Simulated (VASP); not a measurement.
Al: single point with PBE

The system is Al.

```
Al
1.0
     2.46274    0.00000    0.00000
    -1.23137    2.13280    0.00000
     0.00000    0.00000    2.43647
Al
1
Direct
  0.00000 0.00000 0.00000
```

```json
{
 "Program": "VASP 6.6.1",
 "Task": "single point",
 "Functional": "PBE",
 "Potentials or basis": "VASP PAW PBE potentials, release 64 (Al)",
 "Cutoff": "520 eV",
 "k mesh": "18 × 18 × 16",
 "Occupations": "fermi-dirac, width 0.1 eV",
 "Spin": "no spin polarisation",
 "Dipole correction": "no",
 "Further INCAR settings": "ALGO = Normal; EDIFF = 1e-07; NBANDS = 8"
}
```

```
Pressure : 54.4 GPa
```

Levels at points of the mesh, in eV from the Fermi level:
| k point | band 1 | band 2 | band 3 | band 4 | band 5 |
| --- | --- | --- | --- | --- | --- |
| (0.00, 0.00, 0.00) | -12.81 | 8.44 | 10.75 | 15.11 | 15.11 |
| (0.50, 0.00, 0.00) | -5.46 | -4.42 | 8.76 | 10.10 | 16.13 |
| (0.00, 0.00, 0.50) | -6.97 | -6.55 | 18.17 | 18.17 | 20.45 |
| (0.50, 0.00, 0.50) | -0.74 | 0.60 | 1.34 | 2.18 | 14.95 |

It took 13 s on 1 thread of Intel(R) Xeon(R) Platinum 8488C (Sapphire Rapids) (shared host), peak memory 0.13 GiB.
